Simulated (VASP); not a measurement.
Set up this calculation in VASP 6.6.1, as the native input.

| Quantity | Value |
| --- | --- |
| Task | single point |
| Functional | PBE |
| Dispersion | D3(BJ) |
| Potentials or basis | VASP PAW PBE potentials, release 64 (Sr_sv, Si, Bi_d) |
| Cutoff | 520 eV |
| k mesh | 4 × 4 × 2 |
| Occupations | gaussian, width 0.1 eV |
| Spin | no spin polarisation |
| Dipole correction | no |
| Further INCAR settings | ALGO = Normal; EDIFF = 1e-06; NBANDS = 34 |

The structure of Sr2Si4Bi lies in POSCAR:

```
Sr2Si4Bi
1.0
    4.3133872385      0.0000000000      0.0000000000
    0.0000000000      4.3133872385      0.0000000000
    0.0000000000      0.0000000000     10.0810814879
Sr Si Bi
2 4 1
Direct
    0.0000000000      0.0000000000      0.6861979188
    0.0000000000      0.0000000000      0.3138020812
    0.5000000000      0.5000000000      0.8838920003
    0.5000000000      0.5000000000      0.6532927120
    0.5000000000      0.5000000000      0.3467072880
    0.5000000000      0.5000000000      0.1161079997
    0.0000000000      0.0000000000      0.0000000000
```

The input as run:

INCAR

```
PREC = Accurate
ENCUT = 520
EDIFF = 1E-6
ISMEAR = 0
SIGMA = 0.1
LREAL = False
LASPH = True
NELM = 100
ALGO = Normal
ISIF = 2
LWAVE = False
LCHARG = False
GGA = PE
IVDW = 12
NBANDS = 34
```

KPOINTS

```
Automatic mesh
0
Gamma
  4 4 2
```

Potentials or basis: VASP PAW PBE potentials, release 64 (Sr_sv, Si, Bi_d).

Run with:

```sh
$ cat potpaw_PBE.64/Sr_sv/POTCAR potpaw_PBE.64/Si/POTCAR potpaw_PBE.64/Bi_d/POTCAR > POTCAR
$ mpirun -np 1 vasp_std > vasp.out
```

It gave:

```
Pressure                   : 0.0 GPa
Largest force              : 0.028 eV/Å
Band gap on the k mesh     : zero (an odd number of electrons rules out a gap without spin polarisation)
Dispersion energy per atom : -0.326 eV
```

Caveat: the k points lie up to 0.36 Å⁻¹ apart, too coarse for converged energies and pressures of a metal; spin-orbit coupling is left out, which moves the levels of the heavy elements.

Run time: 43 s on 1 thread of Intel(R) Xeon(R) 6975P-C (Granite Rapids), on a shared host, peak memory 0.32 GiB.
